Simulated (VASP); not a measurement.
Wanted: the native input for a VASP 6.6.1 run.

```yaml
Task: relaxation of cell and atoms
Functional: PBE
Potentials_or_basis: VASP PAW PBE potentials, release 64 (Te, P)
Cutoff: 600 eV
k_mesh: 6 × 6 × 6
Occupations: gaussian, width 0.1 eV
Spin: no spin polarisation
Dipole_correction: no
Further_INCAR_settings: ALGO = Normal; EDIFF = 1e-06; IBRION = 2; EDIFFG = -0.04; NSW = 90; ISIF = 3
```

The structure of TeP2 lies in POSCAR:

```
TeP2
1.0
    4.9542308175      0.0000000000      0.0000000000
   -2.4771154087      4.2904897441      0.0000000000
    0.0000000000      0.0000000000      2.8609478480
Te P
1 2
Direct
    0.0000000000      0.0000000000      0.0000000000
    0.3333333333      0.6666666667      0.0000000000
    0.6666666667      0.3333333333      0.0000000000
```

One way to write it, as run:

INCAR

```
SYSTEM = TeP2
  PREC = Accurate
  ENCUT = 600
  EDIFF = 1E-6
  ISMEAR = 0
  SIGMA = 0.1
  LREAL = .False.
  LASPH = .True.
  NELM = 100
  ALGO = Normal
  ISIF = 3
  LWAVE = .False.
  LCHARG = .False.
  GGA = PE
  IBRION = 2
  NSW = 90
  EDIFFG = -0.04
```

KPOINTS

```
regular mesh
0
Gamma
  6 6 6
  0 0 0
```

Potentials or basis: VASP PAW PBE potentials, release 64 (Te, P).

Command:

```bash
$ cat potpaw_PBE.64/Te/POTCAR potpaw_PBE.64/P/POTCAR > POTCAR
$ mpirun -np 1 vasp_std > vasp.out
```

It gave:

The relaxed volume is 20.84 Å³/atom and the relaxed cell is a = 5.030 Å, b = 5.030 Å, c = 2.854 Å, α = 90.00°, β = 90.00°, γ = 120.00°. The space group after relaxing (to 0.05 Å) is P6/mmm (No. 191), the energy gained by relaxing is 4.6 meV/atom and the ionic steps are 5. The pressure after relaxing is 0.0 GPa and the band gap on the k mesh is zero (band 8 reaches 10.12 eV, above the bottom of band 9 at 5.28 eV).

Caveat: the k points lie up to 0.37 Å⁻¹ apart in the final cell; spin-orbit coupling is left out, which moves the levels of the heavy elements.

It took 27 s on 1 thread of Intel(R) Xeon(R) Platinum 8559C (Emerald Rapids) (shared host), peak memory 0.21 GiB.
